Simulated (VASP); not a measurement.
## LiH: relaxation of cell and atoms with HSE06

The system is LiH.

```
Li H
1.0
     0.00000    2.00340    2.00340
     2.00340    0.00000    2.00340
     2.00340    2.00340    0.00000
Li H
1 1
Cartesian
  0.0000 0.0000 0.0000
  2.0034 2.0034 2.0034
```

```json
{
 "Program": "VASP 6.6.1",
 "Task": "relaxation of cell and atoms",
 "Functional": "HSE06",
 "Potentials or basis": "VASP PAW PBE potentials, release 64 (Li_sv, H)",
 "Cutoff": "600 eV",
 "k mesh": "6 × 6 × 6",
 "Occupations": "fermi-dirac, width 0.02 eV",
 "Spin": "no spin polarisation",
 "Dipole correction": "no",
 "Grid for exact exchange (PRECFOCK)": "Normal",
 "Further INCAR settings": "ALGO = Normal; EDIFF = 1e-06; IBRION = 2; EDIFFG = -0.005; NSW = 80; ISIF = 3",
 "Share of exact exchange": "0.25",
 "Screening parameter": "0.2079 1/Å"
}
```

The relaxed volume is 7.88 Å³/atom. The relaxed cell is a = 2.815 Å, b = 2.815 Å, c = 2.815 Å, α = 60.00°, β = 60.00°, γ = 60.00°. The space group after relaxing (to 0.1 Å) is Fm-3m (No. 225). The energy gained by relaxing is 0.4 meV/atom. The ionic steps are 3 and the pressure after relaxing is -0.1 GPa. The band gap on the k mesh is 3.96 eV.

The path:
| step | energy change (eV) | largest force (eV/Å) | pressure (GPa) | volume (Å³) |
| --- | --- | --- | --- | --- |
| 1 | 0.0000 | 0.0000 | -0.77 | 16.08 |
| 2 | -0.0004 | 0.0000 | -0.55 | 15.99 |
| 3 | -0.0007 | 0.0000 | -0.05 | 15.77 |

Final structure:
```yaml
crystal:
  lattice:
    - [0.00000, 1.99034, 1.99034]
    - [1.99034, 0.00000, 1.99034]
    - [1.99034, 1.99034, 0.00000]
  atoms:
    - { symbol: Li, position: [0.00000, 0.00000, 0.00000] }
    - { symbol: H, position: [0.50000, 0.50000, 0.50000] }
```

Levels at points of the mesh, in eV from the valence-band top:
```
           k point  band 1  band 2  band 3  band 4  band 5
(0.00, 0.00, 0.00)  -47.26   -6.16   18.23   19.68   19.68
(0.50, 0.00, 0.00)  -47.21   -2.94    6.01   15.45   18.21
(0.50, 0.50, 0.00)  -47.19    0.00    3.96   12.28   12.28
```

Run time: 5.4 min on 1 thread of Intel Xeon 8259CL (shared host), peak memory 0.24 GiB.

Caveat: the k points lie up to 0.46 Å⁻¹ apart in the final cell; the cutoff is under 1.25 times the usual one of these potentials, so pressure, stress and relaxed cells hold a basis-set (Pulay) error; the PAW data sets were made with another functional, which shifts forces and pressure a little. A k mesh can miss the band edges.
